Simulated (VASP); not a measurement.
# Al6Pt (P6/mmm) in VASP: further runs

Runs on Al6Pt. Level: PBE. Tasks: single point, relaxation of cell and atoms.

All numbers are computed with VASP 6.6.1; they aren't measurements. Logs are shortened: lines on timing, memory, paths and dates and some standing lists are left out, and cuts for length are marked.

## Step 1: The cell of the first run

It takes space group P6/mmm (No. 191, hexagonal). Conventional cell: a = 7.797 Å, b = 7.797 Å, c = 2.775 Å, α = 90.00°, β = 90.00°, γ = 120.00°. Al (site symmetry m2m) has 5 Al at 2.58 to 2.77 Å and 2 Pt at 2.93 Å within 3.4 Å. Pt (site symmetry 6/mmm) has 2 Pt at 2.77 Å and 12 Al at 2.93 Å within 3.7 Å.

The cell was built from a structure type or drawn by symmetry, and may not be a known phase.

## Step 2: Single point, PBE

Contents of INCAR:

```
SYSTEM = Al6Pt
PREC     = Accurate       ! precision mode
ENCUT    = 500            ! plane-wave cutoff, eV
EDIFF    = 1E-6           ! SCF threshold, eV
ISMEAR   = 0              ! smearing method
SIGMA    = 0.1            ! smearing width, eV
LREAL    = .FALSE.        ! projectors in reciprocal space
LASPH    = .TRUE.         ! aspherical terms in the spheres
NELM     = 120            ! most SCF steps
ALGO     = Normal         ! electronic algorithm
ISIF     = 2              ! what is computed and relaxed
LWAVE    = .FALSE.        ! write WAVECAR
LCHARG   = .FALSE.        ! write CHGCAR
GGA      = PE             ! functional
NBANDS   = 23             ! bands
GGA_COMPAT= .FALSE.
```

Contents of KPOINTS:

```
Automatic mesh
0
G
  3 3 6
  0 0 0
```

Contents of POSCAR:

```
Al6Pt
1.0
    7.7972398370      0.0000000000      0.0000000000
   -3.8986199185      6.7526077782      0.0000000000
    0.0000000000      0.0000000000      2.7745920198
Al Pt
6 1
Direct
    0.3310743323      0.0000000000      0.0000000000
    0.0000000000      0.3310743323      0.0000000000
    0.6689256677      0.6689256677      0.0000000000
    0.6689256677      0.0000000000      0.0000000000
    0.0000000000      0.6689256677      0.0000000000
    0.3310743323      0.3310743323      0.0000000000
    0.0000000000      0.0000000000      0.5000000000
```

Potentials or basis: VASP PAW PBE potentials, release 64 (Al, Pt).

Command:

```sh
> cat potpaw_PBE.64/Al/POTCAR potpaw_PBE.64/Pt/POTCAR > POTCAR
> mpirun -np 1 vasp_std > vasp.out
```

OUTCAR:

```text
SYSTEM = Al6Pt
   PREC = Accurate
   ENCUT = 500
   EDIFF = 1E-6
   ISMEAR = 0
   LREAL = .FALSE.
   LASPH = .TRUE.
   NELM = 120
   ISIF = 2
   GGA = PE

 ion  position               nearest neighbor table
   1  0.331  0.000  0.000-   5 2.58   6 2.58   4 2.63   7 2.93   7 2.93
   2  0.000  0.331  0.000-   4 2.58   6 2.58   5 2.63   7 2.93   7 2.93
   3  0.669  0.669  0.000-   4 2.58   5 2.58   6 2.63   7 2.93   7 2.93
   4  0.669  0.000  0.000-   2 2.58   3 2.58   1 2.63   7 2.93   7 2.93
   5  0.000  0.669  0.000-   1 2.58   3 2.58   2 2.63   7 2.93   7 2.93
   6  0.331  0.331  0.000-   1 2.58   2 2.58   3 2.63   7 2.93   7 2.93
   7  0.000  0.000  0.500-   2 2.93   3 2.93   5 2.93   6 2.93   2 2.93   3 2.93   5 2.93   6 2.93
                             4 2.93   4 2.93   1 2.93   1 2.93

  LATTYP: Found a hexagonal cell.
 ALAT       =     7.7972398370
 C/A-ratio  =     0.3558428467

  Lattice vectors:

 A1 = (   7.7972398370,   0.0000000000,   0.0000000000)
 A2 = (  -3.8986199185,   6.7526077782,   0.0000000000)
 A3 = (   0.0000000000,   0.0000000000,   2.7745920198)

Analysis of symmetry for initial positions (statically):
=====================================================================
 Subroutine PRICEL returns:
 Original cell was already a primitive cell.

 Routine SETGRP: Setting up the symmetry group for a
 hexagonal supercell.

 Subroutine GETGRP returns: Found 24 space group operations
 (whereof 24 operations were pure point group operations)
 out of a pool of 24 trial point group operations.

The static configuration has the point symmetry D_6h.

Analysis of symmetry for dynamics (positions and initial velocities):
=====================================================================
 Subroutine PRICEL returns:
 Original cell was already a primitive cell.

 Routine SETGRP: Setting up the symmetry group for a
 hexagonal supercell.

 Subroutine GETGRP returns: Found 24 space group operations
 (whereof 24 operations were pure point group operations)
 out of a pool of 24 trial point group operations.

The dynamic configuration has the point symmetry D_6h.

 Subroutine INISYM returns: Found 24 space group operations
 (whereof 24 operations are pure point group operations),
 and found     1 'primitive' translations

----------------------------------------------------------------------------------------

                                     Primitive cell

  volume of cell :     146.0870

  direct lattice vectors                    reciprocal lattice vectors
     7.797239837  0.000000000  0.000000000     0.128250512  0.074045468  0.000000000
    -3.898619919  6.752607778  0.000000000     0.000000000  0.148090935  0.000000000
     0.000000000  0.000000000  2.774592020     0.000000000  0.000000000  0.360413348

  length of vectors
     7.797239837  7.797239837  2.774592020     0.148090935  0.148090935  0.360413348

  position of ions in fractional coordinates (direct lattice)
     0.331074332  0.000000000  0.000000000
     0.000000000  0.331074332  0.000000000
     0.668925668  0.668925668  0.000000000
     0.668925668  0.000000000  0.000000000
     0.000000000  0.668925668  0.000000000
     0.331074332  0.331074332  0.000000000
     0.000000000  0.000000000  0.500000000

  ion indices of the primitive-cell ions
   primitive index   ion index
                 1           1
                 2           2
                 3           3
                 4           4
                 5           5
                 6           6
                 7           7

----------------------------------------------------------------------------------------

 KPOINTS: Automatic mesh

Automatic generation of k-mesh.
 Grid dimensions read from file:
 generate k-points for:    3    3    6

 Generating k-lattice:

  Cartesian coordinates                     Fractional coordinates (reciprocal lattice)
     0.042750171  0.024681823  0.000000000     0.333333333  0.000000000  0.000000000
     0.000000000  0.049363645  0.000000000     0.000000000  0.333333333  0.000000000
     0.000000000  0.000000000  0.060068891     0.000000000  0.000000000  0.166666667

  Length of vectors
     0.049363645  0.049363645  0.060068891

  Shift w.r.t. Gamma in fractional coordinates (k-lattice)
     0.000000000  0.000000000  0.000000000

 Subroutine IBZKPT returns following result:
 ===========================================

 Found     12 irreducible k-points:

 Following reciprocal coordinates:
            Coordinates               Weight
  0.000000  0.000000  0.000000      1.000000
  0.333333  0.000000  0.000000      6.000000
  0.333333  0.333333  0.000000      2.000000
  0.000000  0.000000  0.166667      2.000000
  0.333333  0.000000  0.166667     12.000000
  0.333333  0.333333  0.166667      4.000000
  0.000000  0.000000  0.333333      2.000000
  0.333333  0.000000  0.333333     12.000000
  0.333333  0.333333  0.333333      4.000000
  0.000000  0.000000  0.500000      1.000000
  0.333333  0.000000  0.500000      6.000000
  0.333333  0.333333  0.500000      2.000000
   k-points           NKPTS =     12   k-points in BZ     NKDIM =     12   number of bands    NBANDS=     23
   number of dos      NEDOS =    301   number of ions     NIONS =      7
   total plane-waves  NPLWV =  72000
   dimension x,y,z NGX =    60 NGY =   60 NGZ =   20
   dimension x,y,z NGXF=   120 NGYF=  120 NGZF=   40
   ions per type =               6   1
   NGX,Y,Z   is equivalent  to a cutoff of  12.79, 12.79, 11.98 a.u.
   NGXF,Y,Z  is equivalent  to a cutoff of  25.59, 25.59, 23.97 a.u.
 SYSTEM =  Al6Pt
   PREC   = accura    normal or accurate (medium, high low for compatibility)
   ISTART =      0    job   : 0-new  1-cont  2-samecut
   ICHARG =      2    charge: 1-file 2-atom 10-const
   ISPIN  =      1    spin polarized calculation?
   LNONCOLLINEAR =      F non collinear calculations
   LSORBIT =      F    spin-orbit coupling
   LASPH  =      T    aspherical Exc in radial PAW
   ENCUT  =  500.0 eV  36.75 Ry    6.06 a.u.  14.22 14.22  5.06*2*pi/ulx,y,z
   NELM   =    120;   NELMIN=  2; NELMDL= -5     # of ELM steps
   EDIFF  = 0.1E-05   stopping-criterion for ELM
   LREAL  =      F    real-space projection
   EDIFFG = 0.1E-04   stopping-criterion for IOM
   NSW    =      0    number of steps for IOM
   IBRION =     -1    ionic relax: 0-MD 1-quasi-New 2-CG
   NFREE  =      0    steps in history (QN), initial steepest desc. (CG)
   ISIF   =      2    stress and relaxation
   ISYM   =      2    0-nonsym 1-usesym 2-fastsym
   POTIM  = 0.5000    time-step for ionic-motion
   TEBEG  =    0.0;   TEEND  =   0.0 temperature during run
   PSTRESS=    0.0 pullay stress
   NELECT =      28.0000    total number of electrons
   NUPDOWN=      -1.0000    fix difference up-down
   EMIN   =  10.00;   EMAX   =-10.00  energy-range for DOS
   EFERMI =   0.00;   METHOD = LEGACY
   ISMEAR =     0;   SIGMA  =   0.10  broadening in eV -4-tet -1-fermi 0-gaus
   EFERMI_NEDOS =   21; number of points for ismear=-14 and -15
   IALGO  =     38    algorithm
   IMIX   =      4    mixing-type and parameters
     AMIX     =   0.40;   BMIX     =  1.00
     AMIX_MAG =   1.60;   BMIX_MAG =  1.00
  volume/ion in A,a.u.               =      20.87       140.83
  Fermi-wavevector in a.u.,A,eV,Ry     =   0.943895  1.783703 12.121943  0.890938
  Thomas-Fermi vector in A             =   2.071647
   LORBIT       =      0    0 simple, 1 ext, 2 COOP (PROOUT), +10 PAW based schemes
   GGA     = PE    functional components
   LHFCALC =     F    Hartree Fock is set to
   AEXX    =    0.0000 exact exchange contribution
   IVDW    =     0    specifies the selected vdW correction
   LEPSILON=     F    determine dielectric tensor
   LRPA    =     F    only Hartree local field effects (RPA)
 non-spin polarized calculation
 Gauss-broadening in eV      SIGMA  =   0.10
  energy-cutoff  :      500.00
  volume of cell :      146.09
 maximum number of plane-waves:      3766
 NGX is ok and might be reduce to    60
   NGX = 29   NGY = 29   NGZ = 11

 number of electron      28.0000001 magnetization

 Free energy of the ion-electron system (eV)
  ---------------------------------------------------
  ext. energy  EPLUGINS =         0.00000000
  ---------------------------------------------------
  free energy    TOTEN  =       -27.00044372 eV

  energy without entropy =      -26.97599798  energy(sigma->0) =      -26.98822085

 E-fermi :   5.6664     XC(G=0):  -9.4099

 val. band max:        5.6265053344   @ k =   0.3333   0.3333   0.3333
 cond. band min:       5.6859712556   @ k =   0.0000   0.0000   0.5000
 fundamental gap:      0.0594659211
 Fermi energy:         5.6664157879

 k-point     1 :       0.0000    0.0000    0.0000
  band No.  band energies     occupation
      1      -4.2587      2.00000
      2      -1.4998      2.00000
      3      -1.4998      2.00000
      4      -1.2070      2.00000
      5      -1.2070      2.00000
      6      -0.6641      2.00000
[... 15 lines left out ...]
     22      10.4374      0.00000
     23      10.4374      0.00000

 k-point     2 :       0.3333    0.0000    0.0000
  band No.  band energies     occupation
      1      -4.0299      2.00000
      2      -2.5334      2.00000
      3      -1.9488      2.00000
      4      -1.1415      2.00000
      5      -0.3490      2.00000
      6      -0.0604      2.00000
[... 15 lines left out ...]
     22      11.7122      0.00000
     23      12.5494      0.00000

 k-point     3 :       0.3333    0.3333    0.0000
  band No.  band energies     occupation
      1      -3.8548      2.00000
      2      -2.5959      2.00000
      3      -2.5959      2.00000
      4      -0.2662      2.00000
      5      -0.2662      2.00000
      6      -0.2608      2.00000
[... 15 lines left out ...]
     22      10.6369      0.00000
     23      10.7953      0.00000
[... 183 lines left out ...]
 k-point    11 :       0.3333    0.0000    0.5000
  band No.  band energies     occupation
      1      -0.2835      2.00000
      2      -0.1871      2.00000
      3       0.6231      2.00000
      4       0.7196      2.00000
      5       2.0179      2.00000
      6       2.0927      2.00000
[... 15 lines left out ...]
     22       8.9887      0.00000
     23       9.9080      0.00000

 k-point    12 :       0.3333    0.3333    0.5000
  band No.  band energies     occupation
      1      -0.2683      2.00000
      2      -0.2683      2.00000
      3       0.7247      2.00000
      4       0.9328      2.00000
      5       2.0484      2.00000
      6       2.0484      2.00000
[... 15 lines left out ...]
     22       9.4865      0.00000
     23       9.5377      0.00000

------------------------ aborting loop because EDIFF is reached ----------------------------------------

  FORCE on cell =-STRESS in cart. coord.  units (eV):
  Direction    XX          YY          ZZ          XY          YZ          ZX
  --------------------------------------------------------------------------------------
  -------------------------------------------------------------------------------------
  Total       -0.2928042     -0.2928042      0.2728176      0.0000000      0.0000000      0.0000000
  in kB       -3.2112662     -3.2112662      2.9920679      0.0000000      0.0000000      0.0000000
  external PRESSURE =      -1.1434882 kB  Pullay stress =       0.0000000 kB

 VOLUME and BASIS-vectors are now :
 -----------------------------------------------------------------------------
  energy-cutoff  :      500.00
  volume of cell :      146.09
      direct lattice vectors                 reciprocal lattice vectors
     7.797239837  0.000000000  0.000000000     0.128250512  0.074045468  0.000000000
    -3.898619919  6.752607778  0.000000000     0.000000000  0.148090935  0.000000000
     0.000000000  0.000000000  2.774592020     0.000000000  0.000000000  0.360413348

 POSITION                                       TOTAL-FORCE (eV/Angst)
 -----------------------------------------------------------------------------------
      2.58147      0.00000      0.00000         0.008980      0.000000      0.000000
     -1.29073      2.23562      0.00000        -0.004490      0.007777     -0.000000
      2.60789      4.51699      0.00000        -0.004490     -0.007777      0.000000
      5.21577      0.00000      0.00000        -0.008980     -0.000000     -0.000000
     -2.60789      4.51699      0.00000         0.004490     -0.007777     -0.000000
      1.29073      2.23562      0.00000         0.004490      0.007777      0.000000
      0.00000      0.00000      1.38730        -0.000000      0.000000     -0.000000
 -----------------------------------------------------------------------------------
    total drift:                               -0.000000     -0.000000     -0.000000

  FREE ENERGIE OF THE ION-ELECTRON SYSTEM (eV)
  ---------------------------------------------------
  free  energy   TOTEN  =       -27.0004437187 eV

  energy  without entropy=      -26.9759979758  energy(sigma->0) =      -26.98822085
```

Run time: 20 s. Hardware: 1 thread of Intel Xeon 6975P-C (Granite Rapids), shared host; peak memory 0.25 GiB.

Results:

| Quantity | Value |
| --- | --- |
| Free energy | -27.0004 eV |
| Pressure | -0.1 GPa |
| Largest force | 0.009 eV/Å |
| Band gap on the k mesh | zero (bands 14 and 15 overlap by 2.34 eV) |

Forces in eV/Å, atoms in the order of the input:
```
Al   0.009  0.000  0.000
Al  -0.004  0.008  0.000
Al  -0.004 -0.008  0.000
Al  -0.009  0.000  0.000
Al   0.004 -0.008  0.000
Al   0.004  0.008  0.000
Pt   0.000  0.000  0.000
```

Caveat: the k points lie up to 0.38 Å⁻¹ apart, too coarse for converged energies and pressures of a metal; spin-orbit coupling is left out, which moves the levels of the heavy elements.

[end of part 1 of 2]
